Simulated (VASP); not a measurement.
Runs of VASP 6.6.1 on Al. The structure is that of space group Fm-3m (No. 225), or close to it. The cells are those of the table. 

```tsv
task	cell	k mesh	cutoff (eV)	gap on the mesh (eV)	pressure (GPa)
relaxation of cell and atoms	relaxed from a = 2.862 Å, angles 60.0°, 1 atom	18 × 18 × 18	600	none	0.0
single point	a = 2.857 Å, angles 60.0°, 1 atom	18 × 18 × 18	520	none	0.0
single point	a = 2.900, b = 2.943, c = 2.943 Å, angles 59.0, 60.5, 60.5°, 1 atom	16 × 16 × 16	520	none	-4.8
single point	a = 2.862 Å, angles 60.0°, 1 atom	8 × 8 × 8	520	none	(a)
```

Alike in all rows: level PBE; potentials or basis VASP PAW PBE potentials, release 64 (Al); no spin polarisation; smearing gaussian 0.1 eV.

Q: Fill in the values left out.

A: (a) -0.4.

A gap of «none» marks levels without a gap at the run's occupations.
